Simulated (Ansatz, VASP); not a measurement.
SrO in VASP and in Ansatz

File INCAR:

```
PREC = Accurate ; ENCUT = 520
EDIFF = 1E-6 ; ISMEAR = -1
SIGMA = 0.02 ; LREAL = F
LASPH = T ; NELM = 80
ALGO = Normal ; ISIF = 2
LWAVE = F ; LCHARG = F
GGA = PE ; NBANDS = 15
```

Contents of KPOINTS:

```
Automatic mesh
0
Gamma
  8 8 8
```

POSCAR

```
SrO
1.0
    0.0256980000      2.5826490000      2.5826490000
    2.5826490000      0.0256980000      2.5826490000
    2.5826490000      2.5826490000      0.0256980000
Sr O
1 1
Direct
    0.0000000000      0.0000000000      0.0000000000
    0.5000000000      0.5000000000      0.5000000000
```

Input for Ansatz:

```yaml
crystal:
  lattice:
    - [0.025698, 2.582649, 2.582649]
    - [2.582649, 0.025698, 2.582649]
    - [2.582649, 2.582649, 0.025698]
  atoms:
    - { symbol: Sr, position: [0.0, 0.0, 0.0] }
    - { symbol: O, position: [0.5, 0.5, 0.5] }
kpoints:
  mp_grid: { grid: [8, 8, 8] }
  band_path:
    path:
      - [0.0, 0.0, 0.0]
      - [0.5, 0.5, 0.5]
      - [0.247543133, 0.5, 0.752456867]
      - [-0.247543133, 0.247543133, 0.5]
      - [0.0, 0.0, 0.5]
      - [0.0, 0.0, 0.0]
      - [-0.3737715665, 0.0, 0.3737715665]
      - [0.0, 0.3737715665, 0.6262284335]
      - [0.0, 0.5, 0.5]
    npoints: 5
scf:
  occupations: { method: fermi_dirac, width: 0.02 }
hamiltonian:
  xc: pbe
  pseudopotentials: { kind: all_electron, lapw: { basis_error: 0.00025 } }
output:
  forces: true
  stress: true
  eigenvalues: true
```

Change from the starting cell: equal xy, yz and zx shear strains of +1 %.

Alike in both runs: task single point; functional PBE; k mesh 8 × 8 × 8; occupations fermi-dirac, width 0.02 eV; no spin polarisation.

```csv
,VASP,Ansatz
version,VASP 6.6.1,Ansatz 0.2.0
potentials or method,"VASP PAW PBE potentials, release 64 (Sr_sv, O), cutoff 520 eV","all-electron LAPW, scalar-relativistic"
```

```csv
,VASP,Ansatz,Ansatz less VASP
gap on the k mesh at the Fermi level (eV),3.25,3.30,+0.047
pressure (GPa),3.5,2.9,-0.59
"traceless stress, the component that is largest in VASP (GPa)",-0.56,-0.56,-0.001
```

Ansatz ran all-electron here, and VASP with PAW potentials.
